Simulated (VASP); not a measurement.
Set up this calculation in VASP 6.6.1, as the native input.

```
Task                   : single point
Functional             : r2SCAN
Dispersion             : D3(BJ)
Potentials or basis    : VASP PAW PBE potentials, release 64 (Li_sv, Pb_d)
Cutoff                 : 520 eV
k mesh                 : 8 × 8 × 8
Occupations            : methfessel-paxton, width 0.15 eV
Spin                   : no spin polarisation
Dipole correction      : no
Further INCAR settings : ALGO = Normal; EDIFF = 1e-07; NBANDS = 16
```

Crystal: LiPb.

```xyz
2
Lattice="2.5344 1.4632 2.0965 -2.5344 1.4632 2.0965 0.0000 -2.9265 2.0965" Properties=species:S:1:pos:R:3 pbc="T T T"
Li    0.0000    0.0000    3.1447
Pb    0.0000    0.0000    0.0000
```

These files were run (other wordings do the same):

POSCAR

```
LiPb
1.0
    2.5343843157      1.4632275724      2.0964872241
   -2.5343843157      1.4632275724      2.0964872241
    0.0000000000     -2.9264551448      2.0964872241
Li Pb
1 1
Direct
    0.5000000000      0.5000000000      0.5000000000
    0.0000000000      0.0000000000      0.0000000000
```

INCAR.step1

```
PREC = Accurate
ENCUT = 520
ISMEAR = 1
SIGMA = 0.15
LREAL = False
LASPH = True
NELM = 80
NBANDS = 16
GGA = PE
ALGO = Normal
EDIFF = 1E-4
LWAVE = True
LCHARG = False
```

INCAR.step2

```
PREC = Accurate
ENCUT = 520
EDIFF = 1E-7
ISMEAR = 1
SIGMA = 0.15
LREAL = False
LASPH = True
NELM = 80
ALGO = Normal
ISIF = 2
LWAVE = False
LCHARG = False
METAGGA = R2SCAN
LMIXTAU = True
IVDW = 12
VDW_S6 = 1.0
VDW_S8 = 0.78981345
VDW_A1 = 0.49484001
VDW_A2 = 5.73083694
NBANDS = 16
ISTART = 1
```

KPOINTS

```
regular mesh
0
Gamma
  8 8 8
```

Potentials or basis: VASP PAW PBE potentials, release 64 (Li_sv, Pb_d).

Run with:

```console
$ cat potpaw_PBE.64/Li_sv/POTCAR potpaw_PBE.64/Pb_d/POTCAR > POTCAR
$ cp INCAR.step1 INCAR
$ mpirun -np 1 vasp_std > vasp.out
$ cp INCAR.step2 INCAR
$ mpirun -np 1 vasp_std > vasp.out
```

It gave:

The dispersion energy per atom is -0.144 eV.

Caveat: three body term missing.

It took 110 s on 1 thread of AMD EPYC 9R45 96-Core Processor (Zen 5), on a shared host, peak memory 0.17 GiB.
